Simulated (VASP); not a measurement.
MgS, 2 atoms in the cell. Symmetry: I-4m2, No. 119, tetragonal system. Conventional cell: a = 4.124 Å, b = 4.124 Å, c = 5.408 Å, α = 90.00°, β = 90.00°, γ = 90.00°. Mg (site symmetry -4m2) has 4 S at 2.47 Å within 3.3 Å. S (site symmetry -4m2) has 4 Mg at 2.47 Å within 3.3 Å.  This cell differs from its parent crystal: epitaxial xy strain +3.0%.

* Program: VASP 6.6.1
* Task: single point
* Functional: PBE
* Potentials or basis: VASP PAW PBE potentials, release 64 (Mg, S)
* Cutoff: 520 eV
* k mesh: 4 × 4 × 4
* Occupations: gaussian, width 0.01 eV
* Spin: no spin polarisation
* Dipole correction: no
* Further INCAR settings: ALGO = Normal; EDIFF = 1e-06; NBANDS = 11

Potentials or basis: VASP PAW PBE potentials, release 64 (Mg, S).

Run with:

```console
$ cat potpaw_PBE.64/Mg/POTCAR potpaw_PBE.64/S/POTCAR > POTCAR
$ mpirun -np 1 vasp_std > vasp.out
```

Hardware: 1 thread of Intel(R) Xeon(R) Platinum 8488C (Sapphire Rapids) (shared host).

Question: How long does it take, and how much memory?

Answer: Run time: 6.3 s on 1 thread of Intel(R) Xeon(R) Platinum 8488C (Sapphire Rapids), with other jobs on the host, peak memory 0.17 GiB. Counts: scf iterations 13, k points 13.
